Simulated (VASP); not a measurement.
# Cs3Pt (Pm-3m) in VASP: single point with r2SCAN

Aim: the single point of Cs3Pt with r2SCAN.

Everything below comes from runs of VASP 6.6.1. Logs are shortened: lines on timing, memory, paths and dates and some standing lists are left out, and cuts for length are marked.

## Step 1: The cell of the first run

The structure is cubic, space group Pm-3m (No. 221). The conventional cell has a = 5.767 Å, b = 5.767 Å, c = 5.767 Å, α = 90.00°, β = 90.00°, γ = 90.00°. Cs (site symmetry 4/mmm) has 8 Cs at 4.08 Å and 4 Pt at 4.08 Å within 5.4 Å. Within 5.4 Å of Pt (site symmetry m-3m) lie 12 Cs at 4.08 Å.

## Step 2: Single point, r2SCAN (strained)

POSCAR

```
Cs3Pt
1.0
    5.7666176828      0.0000000000      0.0000000000
    0.0000000000      5.7666176828      0.0000000000
    0.0000000000      0.0000000000      5.7666176828
Cs Pt
3 1
Direct
    0.0000000000      0.0000000000      0.5000000000
    0.0000000000      0.5000000000      0.0000000000
    0.5000000000      0.0000000000      0.0000000000
    0.5000000000      0.5000000000      0.5000000000
```

INCAR.step1

```
ALGO = Normal
EDIFF = 1E-4
ENCUT = 520
GGA = PE
ISMEAR = 0
LASPH = True
LCHARG = False
LREAL = False
LWAVE = True
NBANDS = 26
NELM = 80
PREC = Accurate
SIGMA = 0.1
```

INCAR.step2

```
ALGO = Normal
EDIFF = 1E-6
ENCUT = 520
ISIF = 2
ISMEAR = 0
ISTART = 1
LASPH = True
LCHARG = False
LMIXTAU = True
LREAL = False
LWAVE = False
METAGGA = R2SCAN
NBANDS = 26
NELM = 80
PREC = Accurate
SIGMA = 0.1
```

KPOINTS

```
k-points
0
Gamma
  8 8 8
```

Potentials or basis: VASP PAW PBE potentials, release 64 (Cs_sv, Pt).

The run is started by

```bash
$ cat potpaw_PBE.64/Cs_sv/POTCAR potpaw_PBE.64/Pt/POTCAR > POTCAR
$ cp INCAR.step1 INCAR
$ mpirun -np 1 vasp_std > vasp.out
$ cp INCAR.step2 INCAR
$ mpirun -np 1 vasp_std > vasp.out
```

OUTCAR:

```text
EDIFF = 1E-6
   ENCUT = 520
   ISIF = 2
   ISMEAR = 0
   ISTART = 1
   LASPH = True
   LREAL = False
   METAGGA = R2SCAN
   NELM = 80
   PREC = Accurate

 ion  position               nearest neighbor table
   1  0.000  0.000  0.500-
   2  0.000  0.500  0.000-
   3  0.500  0.000  0.000-
   4  0.500  0.500  0.500-

  LATTYP: Found a simple cubic cell.
 ALAT       =     5.7666176828

  Lattice vectors:

 A1 = (   5.7666176828,   0.0000000000,   0.0000000000)
 A2 = (   0.0000000000,   5.7666176828,   0.0000000000)
 A3 = (   0.0000000000,   0.0000000000,   5.7666176828)

Analysis of symmetry for initial positions (statically):
=====================================================================
 Subroutine PRICEL returns:
 Original cell was already a primitive cell.

 Routine SETGRP: Setting up the symmetry group for a
 simple cubic supercell.

 Subroutine GETGRP returns: Found 48 space group operations
 (whereof 48 operations were pure point group operations)
 out of a pool of 48 trial point group operations.

The static configuration has the point symmetry O_h .

Analysis of symmetry for dynamics (positions and initial velocities):
=====================================================================
 Subroutine PRICEL returns:
 Original cell was already a primitive cell.

 Routine SETGRP: Setting up the symmetry group for a
 simple cubic supercell.

 Subroutine GETGRP returns: Found 48 space group operations
 (whereof 48 operations were pure point group operations)
 out of a pool of 48 trial point group operations.

The dynamic configuration has the point symmetry O_h .

 Subroutine INISYM returns: Found 48 space group operations
 (whereof 48 operations are pure point group operations),
 and found     1 'primitive' translations

----------------------------------------------------------------------------------------

                                     Primitive cell

  volume of cell :     191.7624

  direct lattice vectors                    reciprocal lattice vectors
     5.766617683  0.000000000  0.000000000     0.173411878  0.000000000  0.000000000
     0.000000000  5.766617683  0.000000000     0.000000000  0.173411878  0.000000000
     0.000000000  0.000000000  5.766617683     0.000000000  0.000000000  0.173411878

  length of vectors
     5.766617683  5.766617683  5.766617683     0.173411878  0.173411878  0.173411878

  position of ions in fractional coordinates (direct lattice)
     0.000000000  0.000000000  0.500000000
     0.000000000  0.500000000  0.000000000
     0.500000000  0.000000000  0.000000000
     0.500000000  0.500000000  0.500000000

  ion indices of the primitive-cell ions
   primitive index   ion index
                 1           1
                 2           2
                 3           3
                 4           4

----------------------------------------------------------------------------------------

 KPOINTS: k-points

Automatic generation of k-mesh.
 Grid dimensions read from file:
 generate k-points for:    8    8    8

 Generating k-lattice:

  Cartesian coordinates                     Fractional coordinates (reciprocal lattice)
     0.021676485  0.000000000  0.000000000     0.125000000  0.000000000  0.000000000
     0.000000000  0.021676485  0.000000000     0.000000000  0.125000000  0.000000000
     0.000000000  0.000000000  0.021676485     0.000000000  0.000000000  0.125000000

  Length of vectors
     0.021676485  0.021676485  0.021676485

  Shift w.r.t. Gamma in fractional coordinates (k-lattice)
     0.000000000  0.000000000  0.000000000

 Subroutine IBZKPT returns following result:
 ===========================================

 Found     35 irreducible k-points:

 Following reciprocal coordinates:
            Coordinates               Weight
  0.000000  0.000000  0.000000      1.000000
  0.125000  0.000000  0.000000      6.000000
  0.250000  0.000000  0.000000      6.000000
  0.375000  0.000000  0.000000      6.000000
  0.500000  0.000000  0.000000      3.000000
  0.125000  0.125000  0.000000     12.000000
[... 16 lines left out ...]
  0.375000  0.375000  0.125000     24.000000
  0.500000  0.375000  0.125000     24.000000
 [... further k-points ...]
   k-points           NKPTS =     35   k-points in BZ     NKDIM =     35   number of bands    NBANDS=     26
   number of dos      NEDOS =    301   number of ions     NIONS =      4
   total plane-waves  NPLWV = 110592
   dimension x,y,z NGX =    48 NGY =   48 NGZ =   48
   dimension x,y,z NGXF=    96 NGYF=   96 NGZF=   96
   ions per type =               3   1
   NGX,Y,Z   is equivalent  to a cutoff of  13.84, 13.84, 13.84 a.u.
   NGXF,Y,Z  is equivalent  to a cutoff of  27.68, 27.68, 27.68 a.u.
 SYSTEM =  unknown system
   PREC   = accura    normal or accurate (medium, high low for compatibility)
   ISTART =      1    job   : 0-new  1-cont  2-samecut
   ICHARG =      0    charge: 1-file 2-atom 10-const
   ISPIN  =      1    spin polarized calculation?
   LNONCOLLINEAR =      F non collinear calculations
   LSORBIT =      F    spin-orbit coupling
   LASPH  =      T    aspherical Exc in radial PAW
   ENCUT  =  520.0 eV  38.22 Ry    6.18 a.u.  10.72 10.72 10.72*2*pi/ulx,y,z
   NELM   =     80;   NELMIN=  2; NELMDL=  0     # of ELM steps
   EDIFF  = 0.1E-05   stopping-criterion for ELM
   LREAL  =      F    real-space projection
   EDIFFG = 0.1E-04   stopping-criterion for IOM
   NSW    =      0    number of steps for IOM
   IBRION =     -1    ionic relax: 0-MD 1-quasi-New 2-CG
   NFREE  =      0    steps in history (QN), initial steepest desc. (CG)
   ISIF   =      2    stress and relaxation
   ISYM   =      2    0-nonsym 1-usesym 2-fastsym
   POTIM  = 0.5000    time-step for ionic-motion
   TEBEG  =    0.0;   TEEND  =   0.0 temperature during run
   PSTRESS=    0.0 pullay stress
   NELECT =      37.0000    total number of electrons
   NUPDOWN=      -1.0000    fix difference up-down
   EMIN   =  10.00;   EMAX   =-10.00  energy-range for DOS
   EFERMI =   0.00;   METHOD = LEGACY
   ISMEAR =     0;   SIGMA  =   0.10  broadening in eV -4-tet -1-fermi 0-gaus
   EFERMI_NEDOS =   21; number of points for ismear=-14 and -15
   IALGO  =     38    algorithm
   IMIX   =      4    mixing-type and parameters
     AMIX     =   0.40;   BMIX     =  1.00
     AMIX_MAG =   1.60;   BMIX_MAG =  1.00
  volume/ion in A,a.u.               =      47.94       323.52
  Fermi-wavevector in a.u.,A,eV,Ry     =   0.945992  1.787666 12.175872  0.894901
  Thomas-Fermi vector in A             =   2.073947
   LORBIT       =      0    0 simple, 1 ext, 2 COOP (PROOUT), +10 PAW based schemes
   METAGGA = R2SCAN    functional components
   LHFCALC =     F    Hartree Fock is set to
   AEXX    =    0.0000 exact exchange contribution
   IVDW    =     0    specifies the selected vdW correction
   LEPSILON=     F    determine dielectric tensor
   LRPA    =     F    only Hartree local field effects (RPA)
 non-spin polarized calculation
 Gauss-broadening in eV      SIGMA  =   0.10
  energy-cutoff  :      520.00
  volume of cell :      191.76
 maximum number of plane-waves:      5232
 NGX is ok and might be reduce to    48
   NGX = 21   NGY = 21   NGZ = 21

 number of electron      37.0000008 magnetization

 Free energy of the ion-electron system (eV)
  ---------------------------------------------------
  ext. energy  EPLUGINS =         0.00000000
  ---------------------------------------------------
  free energy    TOTEN  =      -125.89223949 eV

  energy without entropy =     -125.88019307  energy(sigma->0) =     -125.88621628

 E-fermi :   3.1315     XC(G=0):  -8.2697

 val. band max:        3.1229692356   @ k =   0.3750   0.2500   0.1250
 cond. band min:       3.1647530483   @ k =   0.5000   0.2500   0.0000
 fundamental gap:      0.0417838126
 Fermi energy:         3.1315119146

 k-point     1 :       0.0000    0.0000    0.0000
  band No.  band energies     occupation
      1     -21.7008      2.00000
      2     -21.4555      2.00000
      3     -21.4555      2.00000
      4      -8.6319      2.00000
      5      -8.6319      2.00000
      6      -8.6319      2.00000
[... 18 lines left out ...]
     25       6.2630      0.00000
     26       6.2630      0.00000

 k-point     2 :       0.1250    0.0000    0.0000
  band No.  band energies     occupation
      1     -21.6927      2.00000
      2     -21.4638      2.00000
      3     -21.4553      2.00000
      4      -8.6112      2.00000
      5      -8.6112      2.00000
      6      -8.6019      2.00000
[... 18 lines left out ...]
     25       6.0559      0.00000
     26       6.1353      0.00000

 k-point     3 :       0.2500    0.0000    0.0000
  band No.  band energies     occupation
      1     -21.6701      2.00000
      2     -21.4871      2.00000
      3     -21.4549      2.00000
      4      -8.5553      2.00000
      5      -8.5553      2.00000
      6      -8.5132      2.00000
[... 18 lines left out ...]
     25       6.0348      0.00000
     26       6.0369      0.00000

 k-point     4 :       0.3750    0.0000    0.0000
  band No.  band energies     occupation
      1     -21.6393      2.00000
      2     -21.5186      2.00000
      3     -21.4546      2.00000
      4      -8.4868      2.00000
      5      -8.4868      2.00000
      6      -8.3704      2.00000
[... 18 lines left out ...]
     25       6.2420      0.00000
     26       6.2442      0.00000
[... 496 lines left out ...]
      1     -21.5912      2.00000
      2     -21.5371      2.00000
      3     -21.4829      2.00000
      4      -8.7122      2.00000
      5      -8.3580      2.00000
      6      -8.2399      2.00000
[... 18 lines left out ...]
     25       5.5604      0.00000
     26       6.0837      0.00000

 k-point    23 :       0.3750    0.3750    0.1250
  band No.  band energies     occupation
      1     -21.5847      2.00000
      2     -21.5247      2.00000
      3     -21.5012      2.00000
      4      -8.7691      2.00000
      5      -8.4119      2.00000
      6      -8.2166      2.00000
[... 18 lines left out ...]
     25       5.4817      0.00000
     26       6.0314      0.00000

 k-point    24 :       0.5000    0.3750    0.1250
  band No.  band energies     occupation
      1     -21.5662      2.00000
      2     -21.5366      2.00000
      3     -21.5076      2.00000
      4      -8.7832      2.00000
      5      -8.4517      2.00000
      6      -8.1862      2.00000
[... 18 lines left out ...]
     25       5.4881      0.00000
     26       6.2946      0.00000

 [... further k-points ...]
[... 5 lines left out ...]
  --------------------------------------------------------------------------------------
  -------------------------------------------------------------------------------------
  Total       -0.9131812     -0.9131812     -0.9131812      0.0000000     -0.0000000      0.0000000
  in kB       -7.6296403     -7.6296403     -7.6296403      0.0000000     -0.0000000      0.0000000
  external PRESSURE =      -7.6296403 kB  Pullay stress =       0.0000000 kB

 VOLUME and BASIS-vectors are now :
 -----------------------------------------------------------------------------
  energy-cutoff  :      520.00
  volume of cell :      191.76
      direct lattice vectors                 reciprocal lattice vectors
     5.766617683  0.000000000  0.000000000     0.173411878  0.000000000  0.000000000
     0.000000000  5.766617683  0.000000000     0.000000000  0.173411878  0.000000000
     0.000000000  0.000000000  5.766617683     0.000000000  0.000000000  0.173411878

 POSITION                                       TOTAL-FORCE (eV/Angst)
 -----------------------------------------------------------------------------------
      0.00000      0.00000      2.88331         0.000000      0.000000      0.000000
      0.00000      2.88331      0.00000         0.000000      0.000000      0.000000
      2.88331      0.00000      0.00000         0.000000      0.000000      0.000000
      2.88331      2.88331      2.88331         0.000000      0.000000      0.000000
 -----------------------------------------------------------------------------------
    total drift:                                0.000000     -0.000000      0.000000

  FREE ENERGIE OF THE ION-ELECTRON SYSTEM (eV)
  ---------------------------------------------------
  free  energy   TOTEN  =      -125.8922394865 eV

  energy  without entropy=     -125.8801930662  energy(sigma->0) =     -125.88621628
```

Run time: 9.8 min. Hardware: 1 thread of Oxide Virtual Turin-like, shared host; peak memory 0.42 GiB.

What came out:

```yaml
Free_energy: -125.8922 eV
Pressure: -0.8 GPa
Band_gap_on_the_k_mesh: zero (an odd number of electrons rules out a gap without spin polarisation)
```

Levels at points of the mesh, in eV from the Fermi level:
```
           k point  band 15  band 16  band 17  band 18  band 19  band 20  band 21  band 22  band 23  band 24
(0.00, 0.00, 0.00)    -1.78    -1.64    -1.64    -1.64    -1.23     1.51     1.51     1.51     1.73     1.73
(0.50, 0.00, 0.00)    -1.57    -1.44    -1.44    -1.44    -0.43     0.10     1.45     1.45     1.55     2.90
(0.50, 0.50, 0.00)    -1.50    -1.45    -1.45    -1.38     0.62     0.62     0.95     1.29     1.89     1.89
(0.50, 0.50, 0.50)    -1.67    -1.67    -1.43    -1.43     1.00     1.00     1.00     2.17     2.17     2.17
```

Caveat: the cell differs from its parent crystal (strained); the PAW data sets were made with another functional, which shifts forces and pressure a little; spin-orbit coupling is left out, which moves the levels of the heavy elements.

The gap in the log of VASP goes by the Fermi energy; the results here count the filled bands.